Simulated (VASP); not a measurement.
# Pt (Fm-3m) in VASP: notebook

The runs below take Pt through single point, with PBE.

All numbers are computed with VASP 6.6.1; they aren't measurements. Logs are shortened: lines on timing, memory, paths and dates and some standing lists are left out, and cuts for length are marked.

### Step 1. The cell of the first run

Symmetry: Fm-3m, No. 225, cubic system. Conventional cell: a = 3.970 Å, b = 3.970 Å, c = 3.970 Å, α = 90.00°, β = 90.00°, γ = 90.00°. Pt (site symmetry m-3m) has 12 Pt at 2.81 Å within 3.7 Å.

### Step 2. Single point, PBE

INCAR

```
SYSTEM = Pt
ALGO = Normal
EDIFF = 1E-7
ENCUT = 520
GGA = PE
ISIF = 2
ISMEAR = -1
LASPH = .True.
LCHARG = .False.
LREAL = .False.
LWAVE = .False.
NBANDS = 11
NELM = 60
PREC = Accurate
SIGMA = 0.05
```

KPOINTS

```
k-points
0
Gamma
  16 16 16
  0 0 0
```

POSCAR

```
Pt
1.0
    0.0000000000      1.9849801419      1.9849801419
    1.9849801419      0.0000000000      1.9849801419
    1.9849801419      1.9849801419      0.0000000000
Pt
1
Direct
    0.0000000000      0.0000000000      0.0000000000
```

Potentials or basis: VASP PAW PBE potentials, release 64 (Pt).

Command:

```bash
> cat potpaw_PBE.64/Pt/POTCAR > POTCAR
> mpirun -np 1 vasp_std > vasp.out
```

OUTCAR:

```text
SYSTEM = Pt
   EDIFF = 1E-7
   ENCUT = 520
   GGA = PE
   ISIF = 2
   ISMEAR = -1
   LASPH = .True.
   LREAL = .False.
   NELM = 60
   PREC = Accurate

 ion  position               nearest neighbor table
   1  0.000  0.000  0.000-

  LATTYP: Found a face centered cubic cell.
 ALAT       =     3.9699602838

  Lattice vectors:

 A1 = (   0.0000000000,   1.9849801419,   1.9849801419)
 A2 = (   1.9849801419,   0.0000000000,   1.9849801419)
 A3 = (   1.9849801419,   1.9849801419,   0.0000000000)

Analysis of symmetry for initial positions (statically):
=====================================================================
 Subroutine PRICEL returns:
 Original cell was already a primitive cell.

 Routine SETGRP: Setting up the symmetry group for a
 face centered cubic supercell.

 Subroutine GETGRP returns: Found 48 space group operations
 (whereof 48 operations were pure point group operations)
 out of a pool of 48 trial point group operations.

The static configuration has the point symmetry O_h .

Analysis of symmetry for dynamics (positions and initial velocities):
=====================================================================
 Subroutine PRICEL returns:
 Original cell was already a primitive cell.

 Routine SETGRP: Setting up the symmetry group for a
 face centered cubic supercell.

 Subroutine GETGRP returns: Found 48 space group operations
 (whereof 48 operations were pure point group operations)
 out of a pool of 48 trial point group operations.

The dynamic configuration has the point symmetry O_h .

 Subroutine INISYM returns: Found 48 space group operations
 (whereof 48 operations are pure point group operations),
 and found     1 'primitive' translations

----------------------------------------------------------------------------------------

                                     Primitive cell

  volume of cell :      15.6422

  direct lattice vectors                    reciprocal lattice vectors
     0.000000000  1.984980142  1.984980142    -0.251891689  0.251891689  0.251891689
     1.984980142  0.000000000  1.984980142     0.251891689 -0.251891689  0.251891689
     1.984980142  1.984980142  0.000000000     0.251891689  0.251891689 -0.251891689

  length of vectors
     2.807185838  2.807185838  2.807185838     0.436289203  0.436289203  0.436289203

  position of ions in fractional coordinates (direct lattice)
     0.000000000  0.000000000  0.000000000

  ion indices of the primitive-cell ions
   primitive index   ion index
                 1           1

[... 72 lines left out ...]
   LREAL  =      F    real-space projection
   EDIFFG = 0.1E-05   stopping-criterion for IOM
   NSW    =      0    number of steps for IOM
   IBRION =     -1    ionic relax: 0-MD 1-quasi-New 2-CG
   NFREE  =      0    steps in history (QN), initial steepest desc. (CG)
   ISIF   =      2    stress and relaxation
   ISYM   =      2    0-nonsym 1-usesym 2-fastsym
   POTIM  = 0.5000    time-step for ionic-motion
   TEBEG  =    0.0;   TEEND  =   0.0 temperature during run
   PSTRESS=    0.0 pullay stress
   NELECT =      10.0000    total number of electrons
   NUPDOWN=      -1.0000    fix difference up-down
   EMIN   =  10.00;   EMAX   =-10.00  energy-range for DOS
   EFERMI =   0.00;   METHOD = LEGACY
   ISMEAR =    -1;   SIGMA  =   0.05  broadening in eV -4-tet -1-fermi 0-gaus
   EFERMI_NEDOS =   21; number of points for ismear=-14 and -15
   IALGO  =     38    algorithm
   IMIX   =      4    mixing-type and parameters
     AMIX     =   0.40;   BMIX     =  1.00
     AMIX_MAG =   1.60;   BMIX_MAG =  1.00
  volume/ion in A,a.u.               =      15.64       105.56
  Fermi-wavevector in a.u.,A,eV,Ry     =   1.410291  2.665063 27.060901  1.988920
  Thomas-Fermi vector in A             =   2.532260
   LORBIT       =      0    0 simple, 1 ext, 2 COOP (PROOUT), +10 PAW based schemes
   GGA     = PE    functional components
   LHFCALC =     F    Hartree Fock is set to
   AEXX    =    0.0000 exact exchange contribution
   IVDW    =     0    specifies the selected vdW correction
   LEPSILON=     F    determine dielectric tensor
   LRPA    =     F    only Hartree local field effects (RPA)
 non-spin polarized calculation
  energy-cutoff  :      520.00
  volume of cell :       15.64
 maximum number of plane-waves:       444
 NGX is ok and might be reduce to    24
   NGX = 11   NGY = 11   NGZ = 11

 number of electron      10.0000002 magnetization

 Free energy of the ion-electron system (eV)
  ---------------------------------------------------
  ext. energy  EPLUGINS =         0.00000000
  ---------------------------------------------------
  free energy    TOTEN  =        -6.10506870 eV

  energy without entropy =       -6.08698135  energy(sigma->0) =       -6.09602503

 E-fermi :  10.5524     XC(G=0): -13.2729

 val. band max:       10.5414383426   @ k =  -0.2500   0.1250   0.0000
 cond. band min:      10.5664660209   @ k =   0.5000   0.5000   0.0000
 fundamental gap:      0.0250276784
 Fermi energy:        10.5524182793

 k-point     1 :       0.0000    0.0000    0.0000
  band No.  band energies     occupation
      1       0.7645      2.00000
      2       7.0014      2.00000
      3       7.0014      2.00000
      4       7.0014      2.00000
      5       9.0296      2.00000
      6       9.0296      2.00000
      7      25.3113      0.00000
      8      30.0719      0.00000
      9      30.0719      0.00000
     10      30.0719      0.00000
     11      35.2858      0.00000
[... 309 lines left out ...]
 k-point    24 :      -0.0625    0.0625    0.0000
  band No.  band energies     occupation
      1       1.1644      2.00000
      2       6.8143      2.00000
      3       7.1432      2.00000
      4       7.1849      2.00000
      5       8.8508      2.00000
      6       9.0559      2.00000
      7      25.9003      0.00000
      8      28.4778      0.00000
      9      30.0975      0.00000
     10      30.9343      0.00000
     11      36.8154      0.00000

 [... further k-points ...]
[... 5 lines left out ...]
  --------------------------------------------------------------------------------------
  -------------------------------------------------------------------------------------
  Total       -0.0486720     -0.0486720     -0.0486720      0.0000000     -0.0000000      0.0000000
  in kB       -4.9852993     -4.9852993     -4.9852993      0.0000000     -0.0000000      0.0000000
  external PRESSURE =      -4.9852993 kB  Pullay stress =       0.0000000 kB

 VOLUME and BASIS-vectors are now :
 -----------------------------------------------------------------------------
  energy-cutoff  :      520.00
  volume of cell :       15.64
      direct lattice vectors                 reciprocal lattice vectors
     0.000000000  1.984980142  1.984980142    -0.251891689  0.251891689  0.251891689
     1.984980142  0.000000000  1.984980142     0.251891689 -0.251891689  0.251891689
     1.984980142  1.984980142  0.000000000     0.251891689  0.251891689 -0.251891689

 POSITION                                       TOTAL-FORCE (eV/Angst)
 -----------------------------------------------------------------------------------
      0.00000      0.00000      0.00000         0.000000     -0.000000     -0.000000
 -----------------------------------------------------------------------------------
    total drift:                               -0.000000      0.000000      0.000000

  FREE ENERGIE OF THE ION-ELECTRON SYSTEM (eV)
  ---------------------------------------------------
  free  energy   TOTEN  =        -6.1050687044 eV

  energy  without entropy=       -6.0869813515  energy(sigma->0) =       -6.09602503
```

OSZICAR:

```text
N       E                     dE             d eps       ncg     rms          rms(c)
DAV:   1     0.401812611421E+02    0.40181E+02   -0.53504E+03  3286   0.841E+02
DAV:   2    -0.588436847773E+01   -0.46066E+02   -0.43973E+02  3660   0.175E+02
DAV:   3    -0.648568838856E+01   -0.60132E+00   -0.59290E+00  3697   0.193E+01
DAV:   4    -0.648812196384E+01   -0.24336E-02   -0.24334E-02  3670   0.144E+00
DAV:   5    -0.648814233519E+01   -0.20371E-04   -0.20371E-04  3747   0.123E-01    0.116E+01
DAV:   6    -0.614334778235E+01    0.34479E+00   -0.83178E-01  3436   0.717E+00    0.612E+00
DAV:   7    -0.610825332348E+01    0.35094E-01   -0.13276E-01  3664   0.280E+00    0.247E+00
DAV:   8    -0.610524445236E+01    0.30089E-02   -0.46848E-03  3484   0.582E-01    0.541E-01
DAV:   9    -0.610506640069E+01    0.17805E-03   -0.10410E-04  3562   0.900E-02    0.519E-02
DAV:  10    -0.610506886275E+01   -0.24621E-05   -0.35968E-06  3967   0.151E-02    0.522E-03
DAV:  11    -0.610506870190E+01    0.16085E-06   -0.39149E-08  3027   0.178E-03    0.833E-04
DAV:  12    -0.610506870438E+01   -0.24797E-08   -0.29666E-09  1880   0.386E-04
   1 F= -.61050687E+01 E0= -.60960250E+01  d E =-.180874E-01
```

It took 28 s on 1 thread of Intel Xeon Platinum 8259CL at 2.50GHz (Skylake/Cascade Lake), shared host; peak memory 0.16 GiB.

Results:

```yaml
Free_energy: -6.1051 eV
Pressure: -0.5 GPa
Band_gap_on_the_k_mesh: zero (band 5 reaches 11.03 eV, above the bottom of band 6 at 8.94 eV)
```

Caveat: spin-orbit coupling is left out, which moves the levels of the heavy elements.

### Step 3. Single point, PBE

INCAR

```
PREC = Accurate
ENCUT = 520
EDIFF = 1E-6
ISMEAR = -1
SIGMA = 0.05
LREAL = False
LASPH = True
NELM = 100
ALGO = Normal
ISIF = 2
LWAVE = False
LCHARG = True
GGA = PE
LELF = True
LVHAR = True
NBANDS = 11
```

KPOINTS

```
Automatic mesh
0
Gamma
  16 16 16
```

POSCAR is that of step 2.

Potentials or basis: VASP PAW PBE potentials, release 64 (Pt).

Command:

```bash
> cat potpaw_PBE.64/Pt/POTCAR > POTCAR
> mpirun -np 1 vasp_std > vasp.out
```

OUTCAR:

```text
PREC = Accurate
   ENCUT = 520
   EDIFF = 1E-6
   ISMEAR = -1
   LREAL = False
   LASPH = True
   NELM = 100
   ISIF = 2
   GGA = PE

 ion  position               nearest neighbor table
   1  0.000  0.000  0.000-

  LATTYP: Found a face centered cubic cell.
 ALAT       =     3.9699602838

  Lattice vectors:

 A1 = (   0.0000000000,   1.9849801419,   1.9849801419)
 A2 = (   1.9849801419,   0.0000000000,   1.9849801419)
[... 505 lines left out ...]
      1       1.1644      2.00000
      2       6.8143      2.00000
      3       7.1432      2.00000
      4       7.1849      2.00000
      5       8.8508      2.00000
      6       9.0559      2.00000
      7      25.9003      0.00000
      8      28.4778      0.00000
      9      30.0975      0.00000
     10      30.9343      0.00000
     11      36.8154      0.00000

 [... further k-points ...]
[... 5 lines left out ...]
  --------------------------------------------------------------------------------------
  -------------------------------------------------------------------------------------
  Total       -0.0484913     -0.0484913     -0.0484913      0.0000000     -0.0000000      0.0000000
  in kB       -4.9667905     -4.9667905     -4.9667905      0.0000000     -0.0000000      0.0000000
  external PRESSURE =      -4.9667905 kB  Pullay stress =       0.0000000 kB

 VOLUME and BASIS-vectors are now :
 -----------------------------------------------------------------------------
  energy-cutoff  :      520.00
  volume of cell :       15.64
      direct lattice vectors                 reciprocal lattice vectors
     0.000000000  1.984980142  1.984980142    -0.251891689  0.251891689  0.251891689
     1.984980142  0.000000000  1.984980142     0.251891689 -0.251891689  0.251891689
     1.984980142  1.984980142  0.000000000     0.251891689  0.251891689 -0.251891689

 POSITION                                       TOTAL-FORCE (eV/Angst)
 -----------------------------------------------------------------------------------
      0.00000      0.00000      0.00000         0.000000      0.000000      0.000000
 -----------------------------------------------------------------------------------
    total drift:                                0.000000      0.000000      0.000000

  FREE ENERGIE OF THE ION-ELECTRON SYSTEM (eV)
  ---------------------------------------------------
  free  energy   TOTEN  =        -6.1050687014 eV

  energy  without entropy=       -6.0869813393  energy(sigma->0) =       -6.09602502
```

OSZICAR:

```text
N       E                     dE             d eps       ncg     rms          rms(c)
DAV:   1     0.401812611421E+02    0.40181E+02   -0.53504E+03  3286   0.841E+02
DAV:   2    -0.588436847773E+01   -0.46066E+02   -0.43973E+02  3660   0.175E+02
DAV:   3    -0.648568838856E+01   -0.60132E+00   -0.59290E+00  3697   0.193E+01
DAV:   4    -0.648812196384E+01   -0.24336E-02   -0.24334E-02  3670   0.144E+00
DAV:   5    -0.648814233519E+01   -0.20371E-04   -0.20371E-04  3747   0.123E-01    0.116E+01
DAV:   6    -0.614334778235E+01    0.34479E+00   -0.83178E-01  3436   0.717E+00    0.612E+00
DAV:   7    -0.610825332348E+01    0.35094E-01   -0.13276E-01  3664   0.280E+00    0.247E+00
DAV:   8    -0.610524445236E+01    0.30089E-02   -0.46848E-03  3484   0.582E-01    0.541E-01
DAV:   9    -0.610506640069E+01    0.17805E-03   -0.10410E-04  3562   0.900E-02    0.519E-02
DAV:  10    -0.610506886274E+01   -0.24621E-05   -0.35962E-06  3858   0.151E-02    0.523E-03
DAV:  11    -0.610506870140E+01    0.16135E-06   -0.38015E-08  1940   0.180E-03
   1 F= -.61050687E+01 E0= -.60960250E+01  d E =-.180874E-01
```

stdout:

```text
POSCAR found type information on POSCAR Pt
 POSCAR found :  1 types and       1 ions
 scaLAPACK will be used
 LDA part: xc-table for (Slater+PW92), standard interpolation
 POSCAR, INCAR and KPOINTS ok, starting setup
 FFT: planning ... GRIDC
 FFT: planning ... GRID_SOFT
 FFT: planning ... GRID
 WAVECAR not read
 entering main loop
```

Wall time 26 s (1 thread of Intel Xeon Platinum 8259CL at 2.50GHz (Skylake/Cascade Lake), shared host); peak memory 0.16 GiB.

What came out:

| Quantity | Value |
| --- | --- |
| Free energy | -6.1051 eV |
| Pressure | -0.5 GPa |
| Band gap on the k mesh | zero (band 5 reaches 11.03 eV, above the bottom of band 6 at 8.94 eV) |

Caveat: spin-orbit coupling is left out, which moves the levels of the heavy elements.
